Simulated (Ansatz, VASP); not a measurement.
One calculation of Be2CdO3, two programs

```
Be Cd O
1.0
     2.56936    0.00000    0.00000
     0.00000    2.56936    0.00000
     0.00000    0.00000    7.97514
Be Cd O
2 1 3
Direct
  0.50000 0.50000 0.84628
  0.50000 0.50000 0.15372
  0.50000 0.50000 0.50000
  0.00000 0.00000 0.00000
  0.00000 0.00000 0.70710
  0.00000 0.00000 0.29290
```

Change from the starting cell: species swapped into the MgSc3Ru2 type (P4/mmm, No. 123).

Alike in both runs: functional PBE; k mesh 14 × 14 × 6; occupations gaussian, width 0.1 eV; no spin polarisation.

Ansatz relaxed the structure, and its values are those at the end. VASP's run is a single point on that final structure, the one shown.

|  | VASP | Ansatz |
| --- | --- | --- |
| version | VASP 6.6.1 | Ansatz 0.2.0 |
| potentials or method | VASP PAW PBE potentials, release 64 (Be, Cd, O), cutoff 520 eV | scalar-relativistic, plane waves, PAW |
| valence electrons in the cell | 34 | 42 |

```csv
,VASP,Ansatz,Ansatz less VASP
gap on the k mesh at the Fermi level (eV),none,none,-
pressure (GPa),1.1,0.0,-1.11
rms of the force components (eV/Å),0.031,0.001,-0.0305
```

A gap of «none» marks a metal or a gap that the smearing closes. VASP's potentials hold 34 valence electrons a cell and Ansatz's 42, so a difference there can come from the potentials and not from the codes.
